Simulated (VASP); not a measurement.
# HfSiO4 (I4_1/amd) in VASP: single point with r2SCAN

Aim: the single point of HfSiO4 with r2SCAN.

Program: VASP 6.6.1. These are calculated values, not measurements. Logs are shortened: lines on timing, memory, paths and dates and some standing lists are left out, and cuts for length are marked.

**1. The cell of the first run**

It takes space group I4_1/amd (No. 141, tetragonal). The conventional cell has a = 6.583 Å, b = 6.583 Å, c = 5.971 Å, α = 90.00°, β = 90.00°, γ = 90.00°. Hf (site symmetry -4m2) has 8 O at 2.12 to 2.26 Å within 2.8 Å. Within 2.2 Å of Si (site symmetry -4m2) lie 4 O at 1.62 Å. O (site symmetry m) has 1 Si at 1.62 Å and 2 Hf at 2.12 to 2.26 Å within 2.3 Å.

**2. Single point, r2SCAN, non-collinear spin, zero start, spin-orbit coupling**

The input, POSCAR:

```
HfSiO4
1.0
   -3.2913803800      3.2913803800      2.9857393100
    3.2913803800     -3.2913803800      2.9857393100
    3.2913803800      3.2913803800     -2.9857393100
Hf Si O
2 2 8
Direct
    0.7500000000      0.2500000000      0.5000000000
    0.0000000000      0.0000000000      0.0000000000
    0.2500000000      0.7500000000      0.5000000000
    0.5000000000      0.5000000000      0.0000000000
    0.1352513300      0.3198544800      0.8153968500
    0.0698544800      0.7544576300      0.6846031500
    0.5044576300      0.3198544800      0.1846031500
    0.0698544800      0.3852513300      0.3153968500
    0.6147486700      0.9301455200      0.6846031500
    0.6801455200      0.8647486700      0.1846031500
    0.2455423700      0.9301455200      0.3153968500
    0.6801455200      0.4955423700      0.8153968500
```

The input, INCAR.step1:

```
SYSTEM = HfSiO4
PREC     = Accurate       ! precision mode
ENCUT    = 520            ! plane-wave cutoff, eV
ISMEAR   = -1             ! smearing method
SIGMA    = 0.02           ! smearing width, eV
LREAL    = .False.        ! projectors in reciprocal space
LASPH    = .True.         ! aspherical terms in the spheres
NELM     = 150            ! most SCF steps
MAGMOM   = 0 0 0 0 0 0 0 0 0 0 0 0 0 0 0 0 0 0 0 0 0 0 0 0 0 0 0 0 0 0 0 0 0 0 0 0 ! initial moments
LSORBIT  = .True.         ! spin-orbit coupling
GGA_COMPAT= .False.      
LMAXMIX  = 4              ! l up to which the mixer works
NBANDS   = 98             ! bands
GGA      = PE             ! functional
ALGO     = Normal         ! electronic algorithm
EDIFF    = 1E-4           ! SCF threshold, eV
LWAVE    = .True.         ! write WAVECAR
LCHARG   = .False.        ! write CHGCAR
```

The input, INCAR.step2:

```
SYSTEM = HfSiO4
PREC     = Accurate       ! precision mode
ENCUT    = 520            ! plane-wave cutoff, eV
EDIFF    = 1E-6           ! SCF threshold, eV
ISMEAR   = -1             ! smearing method
SIGMA    = 0.02           ! smearing width, eV
LREAL    = .False.        ! projectors in reciprocal space
LASPH    = .True.         ! aspherical terms in the spheres
NELM     = 150            ! most SCF steps
ALGO     = Normal         ! electronic algorithm
ISIF     = 2              ! what is computed and relaxed
LWAVE    = .False.        ! write WAVECAR
LCHARG   = .True.         ! write CHGCAR
MAGMOM   = 0 0 0 0 0 0 0 0 0 0 0 0 0 0 0 0 0 0 0 0 0 0 0 0 0 0 0 0 0 0 0 0 0 0 0 0 ! initial moments
LORBIT   = 11             ! projections on sites
LSORBIT  = .True.         ! spin-orbit coupling
GGA_COMPAT= .False.      
LORBMOM  = .True.       
LMAXMIX  = 4              ! l up to which the mixer works
METAGGA  = R2SCAN         ! meta-GGA
LMIXTAU  = .True.       
LVHAR    = .True.       
NBANDS   = 98             ! bands
ISTART   = 1
```

The input, KPOINTS:

```
regular mesh
0
Gamma
  4 4 4
  0 0 0
```

Potentials or basis: VASP PAW PBE potentials, release 64 (Hf_pv, Si, O).

Started as:

```sh
$ cat potpaw_PBE.64/Hf_pv/POTCAR potpaw_PBE.64/Si/POTCAR potpaw_PBE.64/O/POTCAR > POTCAR
$ cp INCAR.step1 INCAR
$ mpirun -np 1 vasp_ncl > vasp.out
$ cp INCAR.step2 INCAR
$ mpirun -np 1 vasp_ncl > vasp.out
```

OUTCAR:

```text
SYSTEM = HfSiO4
   PREC = Accurate
   ENCUT = 520
   EDIFF = 1E-6
   ISMEAR = -1
   LREAL = .False.
   LASPH = .True.
   NELM = 150
   ISIF = 2
   LORBIT = 11
   LSORBIT = .True.
   METAGGA = R2SCAN
   ISTART = 1

 ion  position               nearest neighbor table
   1  0.750  0.250  0.500-   7 2.12  10 2.12   5 2.12  12 2.12   6 2.26   8 2.26  11 2.26   9 2.26
                             3 2.99   3 2.99   2 3.61   2 3.61   2 3.61   2 3.61
   2  0.000  0.000  0.000-   6 2.12   9 2.12   8 2.12  11 2.12   7 2.26   5 2.26  12 2.26  10 2.26
                             4 2.99   4 2.99   1 3.61   1 3.61   1 3.61   1 3.61
   3  0.250  0.750  0.500-  11 1.62   8 1.62   9 1.62   6 1.62   1 2.99   1 2.99
   4  0.500  0.500  0.000-  12 1.62   5 1.62  10 1.62   7 1.62   2 2.99   2 2.99
   5  0.135  0.320  0.815-   4 1.62   1 2.12   2 2.26
   6  0.070  0.754  0.685-   3 1.62   2 2.12   1 2.26
   7  0.504  0.320  0.185-   4 1.62   1 2.12   2 2.26
   8  0.070  0.385  0.315-   3 1.62   2 2.12   1 2.26
   9  0.615  0.930  0.685-   3 1.62   2 2.12   1 2.26
  10  0.680  0.865  0.185-   4 1.62   1 2.12   2 2.26
  11  0.246  0.930  0.315-   3 1.62   2 2.12   1 2.26
  12  0.680  0.496  0.815-   4 1.62   1 2.12   2 2.26

  LATTYP: Found a body centered tetragonal cell.
 ALAT       =     6.5827607600
 C/A-ratio  =     0.9071389403

  Lattice vectors:

 A1 = (  -3.2913803800,   3.2913803800,   2.9857393100)
 A2 = (   3.2913803800,  -3.2913803800,   2.9857393100)
 A3 = (   3.2913803800,   3.2913803800,  -2.9857393100)

Analysis of symmetry for initial positions (statically):
=====================================================================
 Subroutine PRICEL returns:
 Original cell was already a primitive cell.

 Routine SETGRP: Setting up the symmetry group for a
 body centered tetragonal supercell.

 Subroutine GETGRP returns: Found 16 space group operations
 (whereof  8 operations were pure point group operations)
 out of a pool of 16 trial point group operations.

The static configuration has the point symmetry D_2d.
 The point group associated with its full space group is D_4h.

Analysis of symmetry for dynamics (positions and initial velocities):
=====================================================================
 Subroutine PRICEL returns:
 Original cell was already a primitive cell.

 Routine SETGRP: Setting up the symmetry group for a
 body centered tetragonal supercell.

 Subroutine GETGRP returns: Found 16 space group operations
 (whereof  8 operations were pure point group operations)
 out of a pool of 16 trial point group operations.

The dynamic configuration has the point symmetry D_2d.
 The point group associated with its full space group is D_4h.

Analysis of structural, dynamic, and magnetic symmetry:
=====================================================================
 Subroutine PRICEL returns:
 Original cell was already a primitive cell.

 Routine SETGRP: Setting up the symmetry group for a
 body centered tetragonal supercell.

 Subroutine GETGRP returns: Found 16 space group operations
 (whereof  8 operations were pure point group operations)
 out of a pool of 16 trial point group operations.

The overall configuration has the point symmetry D_2d.
 The point group associated with its full space group is D_4h.

 Subroutine INISYM returns: Found 16 space group operations
 (whereof  8 operations are pure point group operations),
 and found     1 'primitive' translations

----------------------------------------------------------------------------------------

                                     Primitive cell

  volume of cell :     129.3803

  direct lattice vectors                    reciprocal lattice vectors
    -3.291380380  3.291380380  2.985739310     0.000000000  0.151911946  0.167462711
     3.291380380 -3.291380380  2.985739310     0.151911946  0.000000000  0.167462711
     3.291380380  3.291380380 -2.985739310     0.151911946  0.151911946  0.000000000

  length of vectors
     5.530009841  5.530009841  5.530009841     0.226099534  0.226099534  0.214835935

  position of ions in fractional coordinates (direct lattice)
     0.750000000  0.250000000  0.500000000
     0.000000000  0.000000000  0.000000000
     0.250000000  0.750000000  0.500000000
     0.500000000  0.500000000  0.000000000
     0.135251330  0.319854480  0.815396850
     0.069854480  0.754457630  0.684603150
     0.504457630  0.319854480  0.184603150
[... 1352 lines left out ...]
      2.07618     -0.00000      0.41713        -0.150634      0.000000     -0.147502
      3.29138      1.21520      2.56860         0.000000      0.150634      0.147502
      1.21520      0.00000      4.06147         0.150634      0.000000      0.147502
      3.29138     -1.21520      2.56860         0.000000     -0.150634      0.147502
      2.07618      3.29138      1.07574        -0.150634      0.000000      0.147502
 -----------------------------------------------------------------------------------
    total drift:                                0.000000      0.000000      0.000000

  FREE ENERGIE OF THE ION-ELECTRON SYSTEM (eV)
  ---------------------------------------------------
  free  energy   TOTEN  =      -198.8331871358 eV

  energy  without entropy=     -198.8331871357  energy(sigma->0) =     -198.83318714

 orbital moment (x)

 # of ion     p       d       tot
 ----------------------------------------
  1        -0.000   0.000  -0.000
  2        -0.000   0.000  -0.000
  3         0.000   0.000   0.000
  4         0.000   0.000   0.000
  5         0.000   0.000   0.000
  6         0.000   0.000   0.000
  7        -0.000   0.000  -0.000
  8        -0.000   0.000  -0.000
  9         0.000   0.000   0.000
 10         0.000   0.000   0.000
 11        -0.000   0.000  -0.000
 12         0.000   0.000   0.000
 ----------------------------------------
           -0.000   0.000  -0.000

 orbital moment (y)

 # of ion     p       d       tot
 ----------------------------------------
  1        -0.000   0.000  -0.000
  2        -0.000   0.000  -0.000
  3        -0.000   0.000  -0.000
  4        -0.000   0.000  -0.000
  5         0.000   0.000   0.000
  6         0.000   0.000   0.000
  7         0.000   0.000   0.000
  8        -0.000   0.000  -0.000
  9        -0.000   0.000  -0.000
 10        -0.000   0.000  -0.000
 11         0.000   0.000   0.000
 12         0.000   0.000   0.000
 ----------------------------------------
           -0.000   0.000  -0.000

 orbital moment (z)

 # of ion     p       d       tot
 ----------------------------------------
  1         0.000   0.000   0.000
  2         0.000   0.000   0.000
  3         0.000   0.000   0.000
  4         0.000   0.000   0.000
  5        -0.000   0.000  -0.000
  6         0.000   0.000   0.000
  7         0.000   0.000   0.000
  8        -0.000   0.000  -0.000
  9         0.000   0.000   0.000
 10        -0.000   0.000  -0.000
 11         0.000   0.000   0.000
 12         0.000   0.000   0.000
 ----------------------------------------
           -0.000   0.000  -0.000

 Spin-Orbit-Coupling matrix elements

 Ion:    1  E_soc:     -1.1802600
 l=   1
     0.0000000    -0.1938434    -0.1927649
    -0.1938434     0.0000000    -0.1938434
    -0.1927649    -0.1938434     0.0000000
 l=   2
     0.0000000    -0.0005856     0.0000000    -0.0005856    -0.0025414
    -0.0005856     0.0000000    -0.0019580    -0.0006646    -0.0006926
     0.0000000    -0.0019580     0.0000000    -0.0019580     0.0000000
    -0.0005856    -0.0006646    -0.0019580     0.0000000    -0.0006926
    -0.0025414    -0.0006926     0.0000000    -0.0006926     0.0000000
 l=   3
     0.0000000     0.0000000     0.0000000     0.0000000     0.0000000     0.0000000     0.0000000
     0.0000000     0.0000000     0.0000000     0.0000000     0.0000000     0.0000000     0.0000000
     0.0000000     0.0000000     0.0000000     0.0000000     0.0000000     0.0000000     0.0000000
     0.0000000     0.0000000     0.0000000     0.0000000     0.0000000     0.0000000     0.0000000
[... 209 lines left out ...]
 l=   2
     0.0000000     0.0000000     0.0000000     0.0000000     0.0000000
     0.0000000     0.0000000     0.0000000     0.0000000     0.0000000
     0.0000000     0.0000000     0.0000000     0.0000000     0.0000000
     0.0000000     0.0000000     0.0000000     0.0000000     0.0000000
     0.0000000     0.0000000     0.0000000     0.0000000     0.0000000
 l=   3
     0.0000000     0.0000000     0.0000000     0.0000000     0.0000000     0.0000000     0.0000000
     0.0000000     0.0000000     0.0000000     0.0000000     0.0000000     0.0000000     0.0000000
     0.0000000     0.0000000     0.0000000     0.0000000     0.0000000     0.0000000     0.0000000
     0.0000000     0.0000000     0.0000000     0.0000000     0.0000000     0.0000000     0.0000000
     0.0000000     0.0000000     0.0000000     0.0000000     0.0000000     0.0000000     0.0000000
     0.0000000     0.0000000     0.0000000     0.0000000     0.0000000     0.0000000     0.0000000
     0.0000000     0.0000000     0.0000000     0.0000000     0.0000000     0.0000000     0.0000000

 total charge

# of ion       s       p       d       tot
------------------------------------------
    1        0.291   6.626   1.317   8.234
    2        0.291   6.626   1.317   8.234
    3        0.658   1.022   0.000   1.680
    4        0.658   1.022   0.000   1.680
    5        1.562   3.646   0.000   5.208
    6        1.562   3.646   0.000   5.208
    7        1.562   3.646   0.000   5.208
    8        1.562   3.646   0.000   5.208
    9        1.562   3.646   0.000   5.208
   10        1.562   3.646   0.000   5.208
   11        1.562   3.646   0.000   5.208
   12        1.562   3.646   0.000   5.208
--------------------------------------------------
tot         14.392  44.466   2.634  61.492

 magnetization (x)

# of ion       s       p       d       tot
------------------------------------------
    1       -0.000   0.000   0.000   0.000
    2       -0.000   0.000   0.000   0.000
    3        0.000   0.000   0.000   0.000
    4       -0.000   0.000   0.000  -0.000
    5       -0.000  -0.000   0.000  -0.000
    6        0.000   0.000   0.000   0.000
    7        0.000   0.000   0.000   0.000
    8        0.000   0.000   0.000   0.000
    9       -0.000  -0.000   0.000  -0.000
   10        0.000  -0.000   0.000  -0.000
   11        0.000   0.000   0.000   0.000
   12        0.000   0.000   0.000   0.000
--------------------------------------------------
tot         -0.000   0.000   0.000   0.000

 magnetization (y)

# of ion       s       p       d       tot
------------------------------------------
    1        0.000  -0.000  -0.000  -0.000
    2        0.000  -0.000  -0.000  -0.000
    3       -0.000   0.000   0.000  -0.000
    4       -0.000   0.000   0.000  -0.000
    5        0.000   0.000   0.000   0.000
    6       -0.000  -0.000   0.000  -0.000
    7       -0.000  -0.000   0.000  -0.000
    8        0.000   0.000   0.000   0.000
    9        0.000  -0.000   0.000  -0.000
   10        0.000   0.000   0.000   0.000
   11       -0.000   0.000   0.000   0.000
   12       -0.000  -0.000   0.000  -0.000
--------------------------------------------------
tot          0.000  -0.000  -0.000  -0.000

 magnetization (z)

# of ion       s       p       d       tot
------------------------------------------
    1       -0.000   0.000   0.000  -0.000
    2       -0.000   0.000   0.000  -0.000
    3       -0.000  -0.000   0.000  -0.000
    4       -0.000  -0.000   0.000  -0.000
    5        0.000   0.000   0.000   0.000
    6        0.000   0.000   0.000   0.000
    7        0.000   0.000   0.000   0.000
    8        0.000   0.000   0.000   0.000
    9        0.000   0.000   0.000   0.000
   10       -0.000   0.000   0.000  -0.000
   11        0.000   0.000   0.000   0.000
   12        0.000   0.000   0.000   0.000
--------------------------------------------------
tot         -0.000   0.000   0.000  -0.000
```

Run time: 37 min. Hardware: 1 thread of Oxide Virtual Turin-like, shared host; peak memory 0.79 GiB.

What came out:

| Property | Result |
| --- | --- |
| Free energy | -198.8332 eV |
| Pressure | -1.8 GPa |
| Largest force | 0.211 eV/Å |
| Net moment | 0.00 μB per cell |
| Valence electrons inside the program's atomic spheres | Hf 8.23; Si 1.68; O 5.21 |

Forces on the atoms (eV/Å):
```
Hf   0.000  0.000  0.000
Hf   0.000  0.000  0.000
Si   0.000  0.000  0.000
Si   0.000  0.000  0.000
O    0.000 -0.151 -0.148
O    0.151  0.000 -0.148
O    0.000  0.151 -0.148
O   -0.151  0.000 -0.148
O    0.000  0.151  0.148
O    0.151  0.000  0.148
O    0.000 -0.151  0.148
O   -0.151  0.000  0.148
```

Stress tensor (GPa, compression positive):
```
-1.98  0.00  0.00
 0.00 -1.98  0.00
 0.00  0.00 -1.31
```

Moments on the atoms (μB; x, y, z):
```
Hf  0.00 0.00 0.00
Hf  0.00 0.00 0.00
Si  0.00 0.00 0.00
Si  0.00 0.00 0.00
O   0.00 0.00 0.00
O   0.00 0.00 0.00
O   0.00 0.00 0.00
O   0.00 0.00 0.00
O   0.00 0.00 0.00
O   0.00 0.00 0.00
O   0.00 0.00 0.00
O   0.00 0.00 0.00
```

Caveat: the PAW data sets were made with another functional, which shifts forces and pressure a little.
